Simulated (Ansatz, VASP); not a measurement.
# MgS: VASP beside Ansatz

```xyz
2
Lattice="0.0130 2.6082 2.6082 2.6082 0.0130 2.6082 2.6082 2.6082 0.0130" Properties=species:S:1:pos:R:3 pbc="T T T"
Mg    0.0000    0.0000    0.0000
S     2.6147    2.6147    2.6147
```

Change from the starting cell: equal xy, yz and zx engineering shears of +0.5 %, PAW files.

Alike in both runs: functional r2SCAN; k mesh 8 × 8 × 8; no spin polarisation.

Ansatz relaxed the structure, and its values are those at the end. VASP's run is a single point on that final structure, the one shown.

```csv
,VASP,Ansatz
version,VASP 6.6.1,Ansatz 0.2.0
potentials or method,"VASP PAW PBE potentials, release 64 (Mg, S)","PAW with Ansatz's default frozen-core files, scalar-relativistic"
plane-wave cutoff (eV),660,500
occupations,"gaussian, width 0.01 eV",fixed
valence electrons in the cell,8,16
```

|  | VASP | Ansatz | Ansatz less VASP |
| --- | --- | --- | --- |
| gap on the k mesh at the Fermi level (eV) | 3.41 | 3.44 | +0.029 |
| pressure (GPa) | -0.5 | 0.0 | +0.46 |

VASP's potentials were made for PBE, not for r2SCAN. VASP's potentials hold 8 valence electrons a cell and Ansatz's 16, so a difference there can come from the potentials and not from the codes.
